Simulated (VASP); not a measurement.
# LaAgS2 (Pmmn) in VASP: a series of runs, part 2 of 2

VASP 6.6.1. The steps go on from the part before.

**3. Single point, PBE (22.69 Å³/atom)**

This run uses another cell than the first one, of 22.69 Å³/atom.

INCAR

```
SYSTEM = LaAgS2
PREC = Accurate ; ENCUT = 520
EDIFF = 1E-7 ; ISMEAR = 0
SIGMA = 0.01 ; LREAL = .False.
LASPH = .True. ; NELM = 80
ALGO = Normal ; ISIF = 2
LWAVE = .False. ; LCHARG = .False.
GGA = PE ; NBANDS = 44
```

KPOINTS

```
Automatic mesh
0
Gamma
  6 4 4
  0 0 0
```

POSCAR

```
LaAgS2
1.0
    4.2664110358      0.0000000000      0.0000000000
    0.0000000000      5.5112782409      0.0000000000
    0.0000000000      0.0000000000      7.7186385489
Ag S La
2 4 2
Direct
    0.0000000000      0.0000000000      0.8594073665
    0.5000000000      0.5000000000      0.1405926335
    0.0000000000      0.5000000000      0.9081029592
    0.5000000000      0.0000000000      0.0918970408
    0.0000000000      0.5000000000      0.4100782150
    0.5000000000      0.0000000000      0.5899217850
    0.0000000000      0.0000000000      0.3244924560
    0.5000000000      0.5000000000      0.6755075440
```

Potentials or basis: VASP PAW PBE potentials, release 64 (Ag, S, La).

Run with:

```
$ cat potpaw_PBE.64/Ag/POTCAR potpaw_PBE.64/S/POTCAR potpaw_PBE.64/La/POTCAR > POTCAR
$ mpirun -np 1 vasp_std > vasp.out
```

OUTCAR:

```text
SYSTEM = LaAgS2
   PREC = Accurate
   ENCUT = 520
   EDIFF = 1E-7
   ISMEAR = 0
   LREAL = .False.
   LASPH = .True.
   NELM = 80
   ISIF = 2
   GGA = PE

 ion  position               nearest neighbor table
   1  0.000  0.000  0.859-   3 2.78   3 2.78   4 2.79   4 2.79   6 2.98   6 2.98   7 3.59
   2  0.500  0.500  0.141-   4 2.78   4 2.78   3 2.79   3 2.79   5 2.98   5 2.98   8 3.59
   3  0.000  0.500  0.908-   1 2.78   1 2.78   2 2.79   2 2.79   8 2.79   8 2.79
   4  0.500  0.000  0.092-   2 2.78   2 2.78   1 2.79   1 2.79   7 2.79   7 2.79
   5  0.000  0.500  0.410-   7 2.83   7 2.83   8 2.96   8 2.96   2 2.98   2 2.98
[... 1348 lines left out ...]
  in kB       22.3602422     21.5921546     18.6159780      0.0000000      0.0000000      0.0000000
  external PRESSURE =      20.8561249 kB  Pullay stress =       0.0000000 kB

 VOLUME and BASIS-vectors are now :
 -----------------------------------------------------------------------------
  energy-cutoff  :      520.00
  volume of cell :      181.49
      direct lattice vectors                 reciprocal lattice vectors
     4.266411036  0.000000000  0.000000000     0.234389043  0.000000000  0.000000000
     0.000000000  5.511278241  0.000000000     0.000000000  0.181446110  0.000000000
     0.000000000  0.000000000  7.718638549     0.000000000  0.000000000  0.129556527

 POSITION                                       TOTAL-FORCE (eV/Angst)
 -----------------------------------------------------------------------------------
      0.00000      0.00000      6.63345         0.000000      0.000000     -0.045335
      2.13321      2.75564      1.08518         0.000000      0.000000      0.045335
      0.00000      2.75564      7.00932         0.000000      0.000000      0.136370
      2.13321      0.00000      0.70932         0.000000      0.000000     -0.136370
      0.00000      2.75564      3.16525         0.000000      0.000000     -0.026023
      2.13321      0.00000      4.55339         0.000000      0.000000      0.026023
      0.00000      0.00000      2.50464         0.000000      0.000000     -0.002941
      2.13321      2.75564      5.21400         0.000000      0.000000      0.002941
 -----------------------------------------------------------------------------------
    total drift:                                0.000000     -0.000000      0.000000

  FREE ENERGIE OF THE ION-ELECTRON SYSTEM (eV)
  ---------------------------------------------------
  free  energy   TOTEN  =       -42.4535089207 eV

  energy  without entropy=      -42.4535089207  energy(sigma->0) =      -42.45350892
```

stdout:

```text
POSCAR found type information on POSCAR AgS La
 POSCAR found :  3 types and       8 ions
 scaLAPACK will be used
 LDA part: xc-table for (Slater+PW92), standard interpolation
 POSCAR, INCAR and KPOINTS ok, starting setup
 FFT: planning ... GRIDC
 FFT: planning ... GRID_SOFT
 FFT: planning ... GRID
 WAVECAR not read
 entering main loop
```

It took 3.4 min on 1 thread of AMD EPYC 9R45 (Zen 5), shared host; peak memory 0.43 GiB.

Results:

```yaml
Free_energy: -42.4535 eV
Pressure: 2.1 GPa
Largest_force: 0.136 eV/Å
Band_gap_on_the_k_mesh: 1.47 eV (least direct gap 1.98 eV)
```

Forces in eV/Å, atoms in the order of the input:
```
Ag   0.000  0.000 -0.045
Ag   0.000  0.000  0.045
S    0.000  0.000  0.136
S    0.000  0.000 -0.136
S    0.000  0.000 -0.026
S    0.000  0.000  0.026
La   0.000  0.000 -0.003
La   0.000  0.000  0.003
```

Levels at points of the mesh, in eV from the valence-band top:
| k point | band 30 | band 31 | band 32 | band 33 | band 34 | band 35 | band 36 | band 37 | band 38 | band 39 |
| --- | --- | --- | --- | --- | --- | --- | --- | --- | --- | --- |
| (0.00, 0.00, 0.00) | -1.66 | -1.54 | -1.39 | -1.32 | -1.15 | 1.47 | 2.02 | 2.28 | 2.29 | 2.54 |
| (0.50, 0.00, 0.00) | -2.02 | -1.95 | -1.95 | -1.15 | -1.15 | 2.10 | 2.10 | 2.29 | 2.29 | 2.66 |
| (0.00, 0.50, 0.00) | -1.50 | -1.49 | -1.49 | -0.69 | -0.69 | 1.99 | 1.99 | 2.65 | 2.65 | 2.80 |
| (0.50, 0.50, 0.00) | -2.05 | -1.07 | -1.07 | -0.42 | -0.42 | 2.45 | 2.45 | 2.61 | 2.61 | 2.67 |
| (0.00, 0.00, 0.50) | -2.00 | -1.57 | -1.20 | -0.70 | -0.65 | 2.28 | 2.34 | 2.42 | 2.45 | 2.55 |
| (0.50, 0.00, 0.50) | -2.21 | -1.88 | -1.88 | -0.81 | -0.81 | 2.16 | 2.16 | 2.31 | 2.31 | 2.78 |
| (0.00, 0.50, 0.50) | -2.44 | -0.70 | -0.70 | -0.16 | -0.16 | 1.81 | 1.81 | 2.66 | 2.66 | 2.73 |
| (0.50, 0.50, 0.50) | -2.54 | -0.81 | -0.81 | 0.00 | 0.00 | 2.35 | 2.35 | 2.74 | 2.74 | 2.83 |

Caveat: spin-orbit coupling is left out, which moves the levels of the heavy elements. A k mesh can miss the band edges.

**4. Single point, PBE**

This run uses another cell than the first one, of 23.39 Å³/atom.

INCAR

```
PREC = Accurate
ENCUT = 520
EDIFF = 1E-7
ISMEAR = 0
SIGMA = 0.01
LREAL = False
LASPH = True
NELM = 100
ALGO = Normal
ISIF = 2
LWAVE = False
LCHARG = False
GGA = PE
NBANDS = 44
```

KPOINTS

```
Automatic mesh
0
Gamma
  6 4 4
```

POSCAR: that of step 3 with these lines changed.

```diff
@@ -2,5 +2,5 @@
 1.0
-    4.2664110358      0.0000000000      0.0000000000
-    0.0000000000      5.5112782409      0.0000000000
-    0.0000000000      0.0000000000      7.7186385489
+    4.3099488493      0.0000000000      0.0000000000
+    0.0000000000      5.5675196584      0.0000000000
+    0.0000000000      0.0000000000      7.7974056070
 Ag S La
```

Run with:

```
$ cat potpaw_PBE.64/Ag/POTCAR potpaw_PBE.64/S/POTCAR potpaw_PBE.64/La/POTCAR > POTCAR
$ mpirun -np 1 vasp_std > vasp.out
```

Wall time 3.3 min (1 thread of AMD EPYC 9R45 (Zen 5), shared host); peak memory 0.41 GiB.

The run converged. Its results:

```
Free energy            : -42.4887 eV
Pressure               : -0.1 GPa
Largest force          : 0.011 eV/Å
Band gap on the k mesh : 1.43 eV (least direct gap 2.02 eV)
```

Forces in eV/Å, atoms in the order of the input:
```
Ag   0.000  0.000  0.001
Ag   0.000  0.000 -0.001
S    0.000  0.000 -0.011
S    0.000  0.000  0.011
S    0.000  0.000  0.001
S    0.000  0.000 -0.001
La   0.000  0.000 -0.002
La   0.000  0.000  0.002
```

Levels at points of the mesh, in eV from the valence-band top:
```
           k point  band 30  band 31  band 32  band 33  band 34  band 35  band 36  band 37  band 38  band 39
(0.00, 0.00, 0.00)    -1.55    -1.46    -1.33    -1.24    -1.13     1.43     2.06     2.26     2.31     2.50
(0.50, 0.00, 0.00)    -1.95    -1.86    -1.86    -1.10    -1.10     2.11     2.11     2.27     2.27     2.61
(0.00, 0.50, 0.00)    -1.43    -1.41    -1.41    -0.67    -0.67     2.02     2.02     2.65     2.65     2.73
(0.50, 0.50, 0.00)    -1.97    -1.03    -1.03    -0.39    -0.39     2.44     2.44     2.57     2.57     2.63
(0.00, 0.00, 0.50)    -1.91    -1.47    -1.17    -0.67    -0.64     2.31     2.35     2.40     2.46     2.51
(0.50, 0.00, 0.50)    -2.14    -1.81    -1.81    -0.79    -0.79     2.17     2.17     2.28     2.28     2.71
(0.00, 0.50, 0.50)    -2.35    -0.68    -0.68    -0.15    -0.15     1.86     1.86     2.62     2.62     2.68
(0.50, 0.50, 0.50)    -2.45    -0.79    -0.79     0.00     0.00     2.36     2.36     2.68     2.68     2.76
```

Caveat: spin-orbit coupling is left out, which moves the levels of the heavy elements.

**5. Summary**

```csv
cell,gap on the mesh (eV),pressure (GPa),largest force (eV/Å)
"a = 4.222, b = 5.454, c = 7.638 Å, 8 atoms",1.51,4.7,0.30
"a = 4.266, b = 5.511, c = 7.719 Å, 8 atoms",1.47,2.1,0.14
"a = 4.310, b = 5.568, c = 7.797 Å, 8 atoms",1.43,-0.1,0.01
```

Alike in all rows: task single point; level PBE; potentials or basis VASP PAW PBE potentials, release 64 (Ag, S, La); no spin polarisation; k mesh 6 × 4 × 4; cutoff (eV) 520; smearing gaussian 0.01 eV.

Caveats: spin-orbit coupling is left out, which moves the levels of the heavy elements; the cell stands under pressure (at least some runs).

Absolute energies hang on the potentials; compare differences alone.
